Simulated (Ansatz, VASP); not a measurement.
# One calculation of Ca3Sn2N, two programs

```
Ca Sn N
1.0
     6.46904    0.00000    0.00000
    -3.23452    5.60235    0.00000
     0.00000    0.00000    7.76942
Ca Sn N
3 2 1
Direct
  0.50000 0.00000 0.50000
  0.00000 0.50000 0.50000
  0.50000 0.50000 0.50000
  0.00000 0.00000 0.76463
  0.00000 0.00000 0.23537
  0.00000 0.00000 0.50000
```

Alike in both runs: functional PBE; k mesh 6 × 6 × 6; occupations gaussian, width 0.1 eV; no spin polarisation.

Ansatz relaxed the structure, and its values are those at the end. VASP's run is a single point on that final structure, the one shown.

```csv
,VASP,Ansatz
version,VASP 6.6.1,Ansatz 0.2.0
potentials or method,"VASP PAW PBE potentials, release 64 (Ca_sv, Sn_d, N), cutoff 520 eV","scalar-relativistic, plane waves, PAW"
valence electrons in the cell,63,63
```

Ansatz gave:

```
gap on the k mesh at the Fermi level (eV) : none
pressure (GPa)                            : 0.0
rms of the force components (eV/Å)        : 0.001
```

**Question.** What did VASP give for the same quantities?

**Answer.** gap on the k mesh at the Fermi level (eV): none; pressure (GPa): 0.0; rms of the force components (eV/Å): 0.005.

A gap of «none» marks a metal or a gap that the smearing closes.
